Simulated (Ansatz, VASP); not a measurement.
One calculation of MnSn3, two programs

```
CELL_PARAMETERS angstrom
4.51425 0.00000 0.00000
0.00000 4.51425 0.00000
0.00000 0.00000 4.51425
ATOMIC_POSITIONS crystal
Sn 0.00000 0.50000 0.50000
Sn 0.50000 0.00000 0.50000
Sn 0.50000 0.50000 0.00000
Mn 0.00000 0.00000 0.00000
```

Alike in both runs: functional PBEsol; k mesh 10 × 10 × 10; occupations gaussian, width 0.1 eV; collinear spin.

Ansatz relaxed the structure, and its values are those at the end. VASP's run is a single point on that final structure, the one shown.

|  | VASP | Ansatz |
| --- | --- | --- |
| version | VASP 6.6.1 | Ansatz 0.2.0 |
| potentials or method | VASP PAW PBE potentials, release 64 (Sn_d, Mn_pv), cutoff 520 eV | scalar-relativistic, plane waves, PAW |
| valence electrons in the cell | 55 | 57 |

|  | VASP | Ansatz | Ansatz less VASP |
| --- | --- | --- | --- |
| gap on the k mesh at the Fermi level (eV) | none | none | - |
| pressure (GPa) | -0.1 | 0.0 | +0.06 |
| net moment per atom (μB) | 1.01 | 1.02 | +0.002 |
| size of the moment on the site where the two differ most (μB) | 3.90 | 4.09 | +0.185 |

VASP's potentials were made for PBE, not for PBEsol. Site moments also hang on the region over which each program counts them. A gap of «none» marks a metal or a gap that the smearing closes. VASP's potentials hold 55 valence electrons a cell and Ansatz's 57, so a difference there can come from the potentials and not from the codes.
